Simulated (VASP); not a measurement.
A run of VASP 6.6.1:

The input INCAR:

```
ALGO = Normal
EDIFF = 1E-6
ENCUT = 520
GGA = PS
ISIF = 2
ISMEAR = -1
LASPH = True
LCHARG = False
LREAL = False
LWAVE = False
NBANDS = 12
NELM = 100
PREC = Accurate
SIGMA = 0.05
```

File KPOINTS:

```
k-points
0
Gamma
  15 15 15
```

File POSCAR:

```
Ta
1.0
    2.4982785889      0.0000000000      0.0000000000
    0.0000000000      2.4982785889      0.0000000000
    0.0000000000      0.0000000000      2.4982785889
Ta
1
Direct
    0.0000000000      0.0000000000      0.0000000000
```

Potentials or basis: VASP PAW PBE potentials, release 64 (Ta_pv).

Launch:

```console
$ cat potpaw_PBE.64/Ta_pv/POTCAR > POTCAR
$ mpirun -np 1 vasp_std > vasp.out
```

Hardware: 1 thread of Intel Xeon 8259CL (shared host).

Task: How long does it take, and how much memory?

Result: Run time: 20 s on 1 thread of Intel Xeon 8259CL (shared host), peak memory 0.14 GiB. Counts: scf iterations 10, k points 120.
